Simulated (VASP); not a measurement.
# SrTl (Pm-3m) in VASP: notebook, part 2 of 2

VASP 6.6.1.

### Step 4. Single point, LDA

Input file INCAR:

```
SYSTEM = SrTl
  PREC = Accurate
  ENCUT = 520
  EDIFF = 1E-6
  ISMEAR = 0
  SIGMA = 0.1
  LREAL = .FALSE.
  LASPH = .TRUE.
  NELM = 80
  ALGO = Normal
  ISIF = 2
  LWAVE = .FALSE.
  LCHARG = .FALSE.
  GGA = CA
  NBANDS = 18
```

Input file KPOINTS:

```
regular mesh
0
G
  4 4 4
  0 0 0
```

Input file POSCAR:

```
SrTl
1.0
    4.0320000000      0.0000000000      0.0000000000
    0.0000000000      4.0320000000      0.0000000000
    0.0000000000      0.0000000000      4.0320000000
Sr Tl
1 1
Direct
    0.0000000000      0.0000000000      0.0000000000
    0.5000000000      0.5000000000      0.5000000000
```

Potentials or basis: VASP PAW LDA potentials, release 64 (Sr_sv, Tl_d).

Launch:

```bash
$ cat potpaw_LDA.64/Sr_sv/POTCAR potpaw_LDA.64/Tl_d/POTCAR > POTCAR
$ mpirun -np 1 vasp_std > vasp.out
```

OUTCAR:

```text
SYSTEM = SrTl
   PREC = Accurate
   ENCUT = 520
   EDIFF = 1E-6
   ISMEAR = 0
   LREAL = .FALSE.
   LASPH = .TRUE.
   NELM = 80
   ISIF = 2
   GGA = CA

 ion  position               nearest neighbor table
   1  0.000  0.000  0.000-   2 3.49   2 3.49   2 3.49   2 3.49   2 3.49   2 3.49   2 3.49   2 3.49

   2  0.500  0.500  0.500-   1 3.49   1 3.49   1 3.49   1 3.49   1 3.49   1 3.49   1 3.49   1 3.49

  LATTYP: Found a simple cubic cell.
 ALAT       =     4.0320000000

  Lattice vectors:

 A1 = (   4.0320000000,   0.0000000000,   0.0000000000)
 A2 = (   0.0000000000,   4.0320000000,   0.0000000000)
 A3 = (   0.0000000000,   0.0000000000,   4.0320000000)

Analysis of symmetry for initial positions (statically):
=====================================================================
 Subroutine PRICEL returns:
 Original cell was already a primitive cell.

 Routine SETGRP: Setting up the symmetry group for a
 simple cubic supercell.

 Subroutine GETGRP returns: Found 48 space group operations
 (whereof 48 operations were pure point group operations)
 out of a pool of 48 trial point group operations.

The static configuration has the point symmetry O_h .

Analysis of symmetry for dynamics (positions and initial velocities):
=====================================================================
 Subroutine PRICEL returns:
 Original cell was already a primitive cell.

 Routine SETGRP: Setting up the symmetry group for a
 simple cubic supercell.

 Subroutine GETGRP returns: Found 48 space group operations
 (whereof 48 operations were pure point group operations)
 out of a pool of 48 trial point group operations.

The dynamic configuration has the point symmetry O_h .

 Subroutine INISYM returns: Found 48 space group operations
 (whereof 48 operations are pure point group operations),
 and found     1 'primitive' translations

----------------------------------------------------------------------------------------

                                     Primitive cell

  volume of cell :      65.5483

  direct lattice vectors                    reciprocal lattice vectors
     4.032000000  0.000000000  0.000000000     0.248015873  0.000000000  0.000000000
     0.000000000  4.032000000  0.000000000     0.000000000  0.248015873  0.000000000
     0.000000000  0.000000000  4.032000000     0.000000000  0.000000000  0.248015873

  length of vectors
     4.032000000  4.032000000  4.032000000     0.248015873  0.248015873  0.248015873

  position of ions in fractional coordinates (direct lattice)
     0.000000000  0.000000000  0.000000000
     0.500000000  0.500000000  0.500000000

  ion indices of the primitive-cell ions
   primitive index   ion index
                 1           1
                 2           2

----------------------------------------------------------------------------------------

 KPOINTS: regular mesh

Automatic generation of k-mesh.
 Grid dimensions read from file:
 generate k-points for:    4    4    4

 Generating k-lattice:

  Cartesian coordinates                     Fractional coordinates (reciprocal lattice)
     0.062003968  0.000000000  0.000000000     0.250000000  0.000000000  0.000000000
     0.000000000  0.062003968  0.000000000     0.000000000  0.250000000  0.000000000
     0.000000000  0.000000000  0.062003968     0.000000000  0.000000000  0.250000000

  Length of vectors
     0.062003968  0.062003968  0.062003968

  Shift w.r.t. Gamma in fractional coordinates (k-lattice)
     0.000000000  0.000000000  0.000000000

 Subroutine IBZKPT returns following result:
 ===========================================

 Found     10 irreducible k-points:

 Following reciprocal coordinates:
            Coordinates               Weight
  0.000000  0.000000  0.000000      1.000000
  0.250000  0.000000  0.000000      6.000000
  0.500000  0.000000  0.000000      3.000000
  0.250000  0.250000  0.000000     12.000000
  0.500000  0.250000  0.000000     12.000000
  0.500000  0.500000  0.000000      3.000000
  0.250000  0.250000  0.250000      8.000000
  0.500000  0.250000  0.250000     12.000000
  0.500000  0.500000  0.250000      6.000000
  0.500000  0.500000  0.500000      1.000000
   k-points           NKPTS =     10   k-points in BZ     NKDIM =     10   number of bands    NBANDS=     18
   number of dos      NEDOS =    301   number of ions     NIONS =      2
   total plane-waves  NPLWV =  27000
   dimension x,y,z NGX =    30 NGY =   30 NGZ =   30
   dimension x,y,z NGXF=    60 NGYF=   60 NGZF=   60
   ions per type =               1   1
   NGX,Y,Z   is equivalent  to a cutoff of  12.37, 12.37, 12.37 a.u.
   NGXF,Y,Z  is equivalent  to a cutoff of  24.74, 24.74, 24.74 a.u.
 SYSTEM =  SrTl
   PREC   = accura    normal or accurate (medium, high low for compatibility)
   ISTART =      0    job   : 0-new  1-cont  2-samecut
   ICHARG =      2    charge: 1-file 2-atom 10-const
   ISPIN  =      1    spin polarized calculation?
   LNONCOLLINEAR =      F non collinear calculations
   LSORBIT =      F    spin-orbit coupling
   LASPH  =      T    aspherical Exc in radial PAW
   ENCUT  =  520.0 eV  38.22 Ry    6.18 a.u.   7.50  7.50  7.50*2*pi/ulx,y,z
   NELM   =     80;   NELMIN=  2; NELMDL= -5     # of ELM steps
   EDIFF  = 0.1E-05   stopping-criterion for ELM
   LREAL  =      F    real-space projection
   EDIFFG = 0.1E-04   stopping-criterion for IOM
   NSW    =      0    number of steps for IOM
   IBRION =     -1    ionic relax: 0-MD 1-quasi-New 2-CG
   NFREE  =      0    steps in history (QN), initial steepest desc. (CG)
   ISIF   =      2    stress and relaxation
   ISYM   =      2    0-nonsym 1-usesym 2-fastsym
   POTIM  = 0.5000    time-step for ionic-motion
   TEBEG  =    0.0;   TEEND  =   0.0 temperature during run
   PSTRESS=    0.0 pullay stress
   NELECT =      23.0000    total number of electrons
   NUPDOWN=      -1.0000    fix difference up-down
   EMIN   =  10.00;   EMAX   =-10.00  energy-range for DOS
   EFERMI =   0.00;   METHOD = LEGACY
   ISMEAR =     0;   SIGMA  =   0.10  broadening in eV -4-tet -1-fermi 0-gaus
   EFERMI_NEDOS =   21; number of points for ismear=-14 and -15
   IALGO  =     38    algorithm
   IMIX   =      4    mixing-type and parameters
     AMIX     =   0.40;   BMIX     =  1.00
     AMIX_MAG =   1.60;   BMIX_MAG =  1.00
  volume/ion in A,a.u.               =      32.77       221.17
  Fermi-wavevector in a.u.,A,eV,Ry     =   1.154685  2.182039 18.140618  1.333298
  Thomas-Fermi vector in A             =   2.291320
   LORBIT       =      0    0 simple, 1 ext, 2 COOP (PROOUT), +10 PAW based schemes
   GGA     = CA    functional components
   LHFCALC =     F    Hartree Fock is set to
   AEXX    =    0.0000 exact exchange contribution
   IVDW    =     0    specifies the selected vdW correction
   LEPSILON=     F    determine dielectric tensor
   LRPA    =     F    only Hartree local field effects (RPA)
 non-spin polarized calculation
 Gauss-broadening in eV      SIGMA  =   0.10
  energy-cutoff  :      520.00
  volume of cell :       65.55
 maximum number of plane-waves:      1791
 NGX is ok and might be reduce to    30
   NGX = 15   NGY = 15   NGZ = 15

 number of electron      23.0000007 magnetization

 Free energy of the ion-electron system (eV)
  ---------------------------------------------------
  ext. energy  EPLUGINS =         0.00000000
  ---------------------------------------------------
  free energy    TOTEN  =        -5.65037204 eV

  energy without entropy =       -5.62110952  energy(sigma->0) =       -5.63574078

 E-fermi :   4.1304     XC(G=0):  -9.5884

 val. band max:        4.0910598526   @ k =   0.2500   0.2500   0.2500
 cond. band min:       4.1531158343   @ k =   0.2500   0.2500   0.0000
 fundamental gap:      0.0620559816
 Fermi energy:         4.1303575408

 k-point     1 :       0.0000    0.0000    0.0000
  band No.  band energies     occupation
      1     -31.3268      2.00000
      2     -13.3799      2.00000
      3     -13.3799      2.00000
      4     -13.3799      2.00000
      5      -7.2460      2.00000
      6      -7.2460      2.00000
[... 10 lines left out ...]
     17       9.2894      0.00000
     18       9.2894      0.00000
[... 169 lines left out ...]
 k-point    10 :       0.5000    0.5000    0.5000
  band No.  band energies     occupation
      1     -31.2931      2.00000
      2     -13.5500      2.00000
      3     -13.5500      2.00000
      4     -13.5500      2.00000
      5      -7.1797      2.00000
      6      -7.1797      2.00000
[... 10 lines left out ...]
     17      10.6306      0.00000
     18      10.6306      0.00000

------------------------ aborting loop because EDIFF is reached ----------------------------------------

  FORCE on cell =-STRESS in cart. coord.  units (eV):
  Direction    XX          YY          ZZ          XY          YZ          ZX
  --------------------------------------------------------------------------------------
  -------------------------------------------------------------------------------------
  Total       -0.7923174     -0.7923174     -0.7923174     -0.0000000      0.0000000     -0.0000000
  in kB      -19.3663685    -19.3663685    -19.3663685     -0.0000000      0.0000000     -0.0000000
  external PRESSURE =     -19.3663685 kB  Pullay stress =       0.0000000 kB

 VOLUME and BASIS-vectors are now :
 -----------------------------------------------------------------------------
  energy-cutoff  :      520.00
  volume of cell :       65.55
      direct lattice vectors                 reciprocal lattice vectors
     4.032000000  0.000000000  0.000000000     0.248015873  0.000000000  0.000000000
     0.000000000  4.032000000  0.000000000     0.000000000  0.248015873  0.000000000
     0.000000000  0.000000000  4.032000000     0.000000000  0.000000000  0.248015873

 POSITION                                       TOTAL-FORCE (eV/Angst)
 -----------------------------------------------------------------------------------
      0.00000      0.00000      0.00000         0.000000      0.000000      0.000000
      2.01600      2.01600      2.01600         0.000000      0.000000      0.000000
 -----------------------------------------------------------------------------------
    total drift:                                0.000000      0.000000      0.000000

  FREE ENERGIE OF THE ION-ELECTRON SYSTEM (eV)
  ---------------------------------------------------
  free  energy   TOTEN  =        -5.6503720442 eV

  energy  without entropy=       -5.6211095151  energy(sigma->0) =       -5.63574078
```

OSZICAR:

```text
N       E                     dE             d eps       ncg     rms          rms(c)
DAV:   1     0.113009021767E+03    0.11301E+03   -0.11588E+04   368   0.116E+03
DAV:   2    -0.186801873196E+01   -0.11488E+03   -0.11296E+03   418   0.264E+02
DAV:   3    -0.566856075292E+01   -0.38005E+01   -0.37772E+01   606   0.368E+01
DAV:   4    -0.574032677987E+01   -0.71766E-01   -0.71684E-01   466   0.358E+00
DAV:   5    -0.574089262517E+01   -0.56585E-03   -0.56575E-03   488   0.364E-01    0.155E+01
DAV:   6    -0.566720961664E+01    0.73683E-01   -0.15956E-01   404   0.283E+00    0.849E+00
DAV:   7    -0.565196245023E+01    0.15247E-01   -0.65274E-02   396   0.210E+00    0.850E-01
DAV:   8    -0.565029236532E+01    0.16701E-02   -0.12350E-02   534   0.661E-01    0.101E-01
DAV:   9    -0.565034852891E+01   -0.56164E-04   -0.28729E-04   428   0.954E-02    0.599E-02
DAV:  10    -0.565037203756E+01   -0.23509E-04   -0.26795E-05   494   0.332E-02    0.726E-03
DAV:  11    -0.565037204424E+01   -0.66734E-08   -0.60800E-07   302   0.524E-03
   1 F= -.56503720E+01 E0= -.56357408E+01  d E =-.292625E-01
```

stdout:

```text
POSCAR found type information on POSCAR SrTl
 POSCAR found :  2 types and       2 ions
 scaLAPACK will be used
 LDA part: xc-table for (Slater(with rela. corr.)+CA(PZ))
 , standard interpolation
 POSCAR, INCAR and KPOINTS ok, starting setup
 FFT: planning ... GRIDC
 FFT: planning ... GRID_SOFT
 FFT: planning ... GRID
 WAVECAR not read
 entering main loop
```

Wall time 12 s (1 thread of Intel Xeon Platinum 8488C (Sapphire Rapids), shared host); peak memory 0.15 GiB.

What came out:

```yaml
Free_energy: -5.6504 eV
Pressure: -1.9 GPa
```

Caveat: the k points lie up to 0.39 Å⁻¹ apart; spin-orbit coupling is left out, which moves the levels of the heavy elements.

### Step 5. Overview

| k mesh | gap on the mesh (eV) | pressure (GPa) |
| --- | --- | --- |
| 2 × 2 × 2 | none | -3.1 |
| 3 × 3 × 3 | none | -2.5 |
| 4 × 4 × 4 | none | -1.9 |

Alike in all rows: task single point; level LDA; potentials or basis VASP PAW LDA potentials, release 64 (Sr_sv, Tl_d); no spin polarisation; cell as given; cutoff (eV) 520; smearing gaussian 0.1 eV.

Caveats: all runs use coarse meshes; spin-orbit coupling is left out, which moves the levels of the heavy elements.

Total energies depend on the potentials used, so only differences within one code and one set of settings carry meaning.
